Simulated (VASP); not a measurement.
# TiAl (Pm-3m) in VASP: settings compared, part 2 of 2

VASP 6.6.1. The steps go on from the part before.

## Step 6: Single point, PBE (functional PBE, strained)

Contents of INCAR:

```
SYSTEM = TiAl
ALGO = Normal
EDIFF = 1E-7
ENCUT = 520
GGA = PE
ISIF = 2
ISMEAR = 0
LASPH = .True.
LCHARG = .False.
LREAL = .False.
LWAVE = .False.
NBANDS = 14
NELM = 100
PREC = Accurate
SIGMA = 0.1
```

Contents of KPOINTS:

```
k-points
0
Gamma
  14 14 14
  0 0 0
```

Contents of POSCAR:

```
TiAl
1.0
    3.3099142742      0.0000000000      0.0000000000
    0.0000000000      3.3099142742      0.0000000000
    0.0000000000      0.0000000000      3.3099142742
Ti Al
1 1
Direct
    0.0000000000      0.0000000000      0.0000000000
    0.5000000000      0.5000000000      0.5000000000
```

Potentials or basis: VASP PAW PBE potentials, release 64 (Ti_sv, Al).

Launch:

```bash
> cat potpaw_PBE.64/Ti_sv/POTCAR potpaw_PBE.64/Al/POTCAR > POTCAR
> mpirun -np 1 vasp_std > vasp.out
```

OUTCAR:

```text
SYSTEM = TiAl
   EDIFF = 1E-7
   ENCUT = 520
   GGA = PE
   ISIF = 2
   ISMEAR = 0
   LASPH = .True.
   LREAL = .False.
   NELM = 100
   PREC = Accurate

 ion  position               nearest neighbor table
   1  0.000  0.000  0.000-   2 2.87   2 2.87   2 2.87   2 2.87   2 2.87   2 2.87   2 2.87   2 2.87

   2  0.500  0.500  0.500-   1 2.87   1 2.87   1 2.87   1 2.87   1 2.87   1 2.87   1 2.87   1 2.87

  LATTYP: Found a simple cubic cell.
 ALAT       =     3.3099142742

  Lattice vectors:

 A1 = (   3.3099142742,   0.0000000000,   0.0000000000)
 A2 = (   0.0000000000,   3.3099142742,   0.0000000000)
 A3 = (   0.0000000000,   0.0000000000,   3.3099142742)

Analysis of symmetry for initial positions (statically):
=====================================================================
 Subroutine PRICEL returns:
 Original cell was already a primitive cell.

 Routine SETGRP: Setting up the symmetry group for a
 simple cubic supercell.

 Subroutine GETGRP returns: Found 48 space group operations
 (whereof 48 operations were pure point group operations)
 out of a pool of 48 trial point group operations.

The static configuration has the point symmetry O_h .

Analysis of symmetry for dynamics (positions and initial velocities):
=====================================================================
 Subroutine PRICEL returns:
 Original cell was already a primitive cell.

 Routine SETGRP: Setting up the symmetry group for a
 simple cubic supercell.

 Subroutine GETGRP returns: Found 48 space group operations
 (whereof 48 operations were pure point group operations)
 out of a pool of 48 trial point group operations.

The dynamic configuration has the point symmetry O_h .

 Subroutine INISYM returns: Found 48 space group operations
 (whereof 48 operations are pure point group operations),
 and found     1 'primitive' translations

----------------------------------------------------------------------------------------

                                     Primitive cell

  volume of cell :      36.2619

  direct lattice vectors                    reciprocal lattice vectors
     3.309914274  0.000000000  0.000000000     0.302122628  0.000000000  0.000000000
     0.000000000  3.309914274  0.000000000     0.000000000  0.302122628  0.000000000
     0.000000000  0.000000000  3.309914274     0.000000000  0.000000000  0.302122628

  length of vectors
     3.309914274  3.309914274  3.309914274     0.302122628  0.302122628  0.302122628

  position of ions in fractional coordinates (direct lattice)
     0.000000000  0.000000000  0.000000000
     0.500000000  0.500000000  0.500000000

  ion indices of the primitive-cell ions
   primitive index   ion index
                 1           1
                 2           2

----------------------------------------------------------------------------------------

 KPOINTS: k-points

Automatic generation of k-mesh.
 Grid dimensions read from file:
 generate k-points for:   14   14   14

 Generating k-lattice:

  Cartesian coordinates                     Fractional coordinates (reciprocal lattice)
     0.021580188  0.000000000  0.000000000     0.071428571  0.000000000  0.000000000
     0.000000000  0.021580188  0.000000000     0.000000000  0.071428571  0.000000000
     0.000000000  0.000000000  0.021580188     0.000000000  0.000000000  0.071428571

  Length of vectors
     0.021580188  0.021580188  0.021580188

  Shift w.r.t. Gamma in fractional coordinates (k-lattice)
     0.000000000  0.000000000  0.000000000

 Subroutine IBZKPT returns following result:
 ===========================================

 Found    120 irreducible k-points:

 Following reciprocal coordinates:
            Coordinates               Weight
  0.000000  0.000000  0.000000      1.000000
  0.071429  0.000000  0.000000      6.000000
  0.142857  0.000000  0.000000      6.000000
  0.214286  0.000000  0.000000      6.000000
  0.285714  0.000000  0.000000      6.000000
  0.357143  0.000000  0.000000      6.000000
[... 16 lines left out ...]
  0.285714  0.214286  0.000000     24.000000
  0.357143  0.214286  0.000000     24.000000
 [... further k-points ...]
   k-points           NKPTS =    120   k-points in BZ     NKDIM =    120   number of bands    NBANDS=     14
   number of dos      NEDOS =    301   number of ions     NIONS =      2
   total plane-waves  NPLWV =  21952
   dimension x,y,z NGX =    28 NGY =   28 NGZ =   28
   dimension x,y,z NGXF=    56 NGYF=   56 NGZF=   56
   ions per type =               1   1
   NGX,Y,Z   is equivalent  to a cutoff of  14.06, 14.06, 14.06 a.u.
   NGXF,Y,Z  is equivalent  to a cutoff of  28.13, 28.13, 28.13 a.u.
 SYSTEM =  TiAl
   PREC   = accura    normal or accurate (medium, high low for compatibility)
   ISTART =      0    job   : 0-new  1-cont  2-samecut
   ICHARG =      2    charge: 1-file 2-atom 10-const
   ISPIN  =      1    spin polarized calculation?
   LNONCOLLINEAR =      F non collinear calculations
   LSORBIT =      F    spin-orbit coupling
   LASPH  =      T    aspherical Exc in radial PAW
   ENCUT  =  520.0 eV  38.22 Ry    6.18 a.u.   6.15  6.15  6.15*2*pi/ulx,y,z
   NELM   =    100;   NELMIN=  2; NELMDL= -5     # of ELM steps
   EDIFF  = 0.1E-06   stopping-criterion for ELM
   LREAL  =      F    real-space projection
   EDIFFG = 0.1E-05   stopping-criterion for IOM
   NSW    =      0    number of steps for IOM
   IBRION =     -1    ionic relax: 0-MD 1-quasi-New 2-CG
   NFREE  =      0    steps in history (QN), initial steepest desc. (CG)
   ISIF   =      2    stress and relaxation
   ISYM   =      2    0-nonsym 1-usesym 2-fastsym
   POTIM  = 0.5000    time-step for ionic-motion
   TEBEG  =    0.0;   TEEND  =   0.0 temperature during run
   PSTRESS=    0.0 pullay stress
   NELECT =      15.0000    total number of electrons
   NUPDOWN=      -1.0000    fix difference up-down
   EMIN   =  10.00;   EMAX   =-10.00  energy-range for DOS
   EFERMI =   0.00;   METHOD = LEGACY
   ISMEAR =     0;   SIGMA  =   0.10  broadening in eV -4-tet -1-fermi 0-gaus
   EFERMI_NEDOS =   21; number of points for ismear=-14 and -15
   IALGO  =     38    algorithm
   IMIX   =      4    mixing-type and parameters
     AMIX     =   0.40;   BMIX     =  1.00
     AMIX_MAG =   1.60;   BMIX_MAG =  1.00
  volume/ion in A,a.u.               =      18.13       122.35
  Fermi-wavevector in a.u.,A,eV,Ry     =   1.219800  2.305087 20.244261  1.487911
  Thomas-Fermi vector in A             =   2.355039
   LORBIT       =      0    0 simple, 1 ext, 2 COOP (PROOUT), +10 PAW based schemes
   GGA     = PE    functional components
   LHFCALC =     F    Hartree Fock is set to
   AEXX    =    0.0000 exact exchange contribution
   IVDW    =     0    specifies the selected vdW correction
   LEPSILON=     F    determine dielectric tensor
   LRPA    =     F    only Hartree local field effects (RPA)
 non-spin polarized calculation
 Gauss-broadening in eV      SIGMA  =   0.10
  energy-cutoff  :      520.00
  volume of cell :       36.26
 maximum number of plane-waves:       996
 NGX is ok and might be reduce to    28
   NGX = 13   NGY = 13   NGZ = 13

 number of electron      14.9999996 magnetization

 Free energy of the ion-electron system (eV)
  ---------------------------------------------------
  ext. energy  EPLUGINS =         0.00000000
  ---------------------------------------------------
  free energy    TOTEN  =       -11.98085951 eV

  energy without entropy =      -11.96688312  energy(sigma->0) =      -11.97387132

 E-fermi :   7.5526     XC(G=0): -10.5784

 val. band max:        7.5525813194   @ k =   0.3571   0.2857   0.1429
 cond. band min:       7.5659023776   @ k =   0.2857   0.2857   0.0000
 fundamental gap:      0.0133210583
 Fermi energy:         7.5525855343

 k-point     1 :       0.0000    0.0000    0.0000
  band No.  band energies     occupation
      1     -49.5926      2.00000
      2     -25.7992      2.00000
      3     -25.7992      2.00000
      4     -25.7992      2.00000
      5      -1.1855      2.00000
      6       6.3655      2.00000
      7       6.3655      2.00000
      8       9.0866      0.00000
      9       9.0866      0.00000
     10       9.0866      0.00000
     11      11.4284      0.00000
     12      11.4284      0.00000
     13      11.4284      0.00000
     14      15.6938      0.00000
[... 375 lines left out ...]
 k-point    24 :       0.3571    0.2143    0.0000
  band No.  band energies     occupation
      1     -49.5826      2.00000
      2     -25.8814      2.00000
      3     -25.8321      2.00000
      4     -25.7881      2.00000
      5       1.0907      2.00000
      6       4.5788      2.00000
      7       6.5097      2.00000
      8       7.5113      1.44077
      9       8.0172      0.00000
     10       8.7289      0.00000
     11      10.0007      0.00000
     12      11.8454      0.00000
     13      14.5128      0.00000
     14      14.7868      0.00000

 [... further k-points ...]
[... 5 lines left out ...]
  --------------------------------------------------------------------------------------
  -------------------------------------------------------------------------------------
  Total       -2.2842027     -2.2842027     -2.2842027     -0.0000000     -0.0000000      0.0000000
  in kB     -100.9241250   -100.9241250   -100.9241250     -0.0000000     -0.0000000      0.0000000
  external PRESSURE =    -100.9241250 kB  Pullay stress =       0.0000000 kB

 VOLUME and BASIS-vectors are now :
 -----------------------------------------------------------------------------
  energy-cutoff  :      520.00
  volume of cell :       36.26
      direct lattice vectors                 reciprocal lattice vectors
     3.309914274  0.000000000  0.000000000     0.302122628  0.000000000  0.000000000
     0.000000000  3.309914274  0.000000000     0.000000000  0.302122628  0.000000000
     0.000000000  0.000000000  3.309914274     0.000000000  0.000000000  0.302122628

 POSITION                                       TOTAL-FORCE (eV/Angst)
 -----------------------------------------------------------------------------------
      0.00000      0.00000      0.00000         0.000000      0.000000      0.000000
      1.65496      1.65496      1.65496         0.000000      0.000000      0.000000
 -----------------------------------------------------------------------------------
    total drift:                               -0.000000     -0.000000     -0.000000

  FREE ENERGIE OF THE ION-ELECTRON SYSTEM (eV)
  ---------------------------------------------------
  free  energy   TOTEN  =       -11.9808595098 eV

  energy  without entropy=      -11.9668831228  energy(sigma->0) =      -11.97387132
```

OSZICAR:

```text
N       E                     dE             d eps       ncg     rms          rms(c)
DAV:   1     0.990914233039E+02    0.99091E+02   -0.70032E+03  3366   0.105E+03
DAV:   2    -0.831094524495E+01   -0.10740E+03   -0.10373E+03  3450   0.294E+02
DAV:   3    -0.136698502106E+02   -0.53589E+01   -0.52035E+01  5188   0.645E+01
DAV:   4    -0.138324962630E+02   -0.16265E+00   -0.16217E+00  3876   0.995E+00
DAV:   5    -0.138385370575E+02   -0.60408E-02   -0.60391E-02  4946   0.181E+00    0.906E+00
DAV:   6    -0.121906947170E+02    0.16478E+01   -0.64806E+00  3838   0.326E+01    0.362E+00
DAV:   7    -0.119980216596E+02    0.19267E+00   -0.85859E-01  3702   0.121E+01    0.154E+00
DAV:   8    -0.119888786036E+02    0.91431E-02   -0.88504E-02  4186   0.332E+00    0.755E-01
DAV:   9    -0.119807129371E+02    0.81657E-02   -0.17623E-02  4024   0.187E+00    0.164E-01
DAV:  10    -0.119808405341E+02   -0.12760E-03   -0.50174E-04  3964   0.194E-01    0.815E-02
DAV:  11    -0.119808613346E+02   -0.20800E-04   -0.58526E-05  4518   0.659E-02    0.152E-02
DAV:  12    -0.119808596990E+02    0.16356E-05   -0.64926E-06  3872   0.243E-02    0.604E-03
DAV:  13    -0.119808595482E+02    0.15078E-06   -0.33283E-07  4176   0.666E-03    0.870E-04
DAV:  14    -0.119808595098E+02    0.38334E-07   -0.92582E-09  1956   0.942E-04
   1 F= -.11980860E+02 E0= -.11973871E+02  d E =-.139764E-01
```

stdout:

```text
POSCAR found type information on POSCAR TiAl
 POSCAR found :  2 types and       2 ions
 scaLAPACK will be used
 LDA part: xc-table for (Slater+PW92), standard interpolation
 POSCAR, INCAR and KPOINTS ok, starting setup
 FFT: planning ... GRIDC
 FFT: planning ... GRID_SOFT
 FFT: planning ... GRID
 WAVECAR not read
 entering main loop
```

Run time: 24 s. Hardware: 1 thread of Intel Xeon 6975P-C (Granite Rapids), shared host; peak memory 0.2 GiB.

What came out:

| Property | Result |
| --- | --- |
| Free energy | -11.9809 eV |
| Pressure | -10.1 GPa |

Caveat: the cell differs from its parent crystal (functional PBE, strained).

## Step 7: The runs side by side

| level | cell | k mesh | smearing | gap on the mesh (eV) | pressure (GPa) |
| --- | --- | --- | --- | --- | --- |
| PBEsol | a = 3.156 Å, 2 atoms | 10 × 10 × 10 | gaussian 0.15 eV | none | 0.0 |
| PBEsol | a = 3.156 Å, 2 atoms | 14 × 14 × 14 | gaussian 0.1 eV | none | 0.0 |
| PBEsol | a = 3.238 Å, 2 atoms | 14 × 14 × 14 | gaussian 0.1 eV | none | -7.8 |
| PBEsol | a = 3.301 Å, 2 atoms | 14 × 14 × 14 | gaussian 0.1 eV | none | -12.1 |
| PBE | a = 3.310 Å, 2 atoms | 14 × 14 × 14 | gaussian 0.1 eV | none | -10.1 |

Alike in all rows: task single point; potentials or basis VASP PAW PBE potentials, release 64 (Ti_sv, Al); no spin polarisation; cutoff (eV) 520.

Caveats: the PAW data sets were made with another functional, which shifts forces and pressure a little (some runs).

Absolute energies hang on the potentials; compare differences alone.
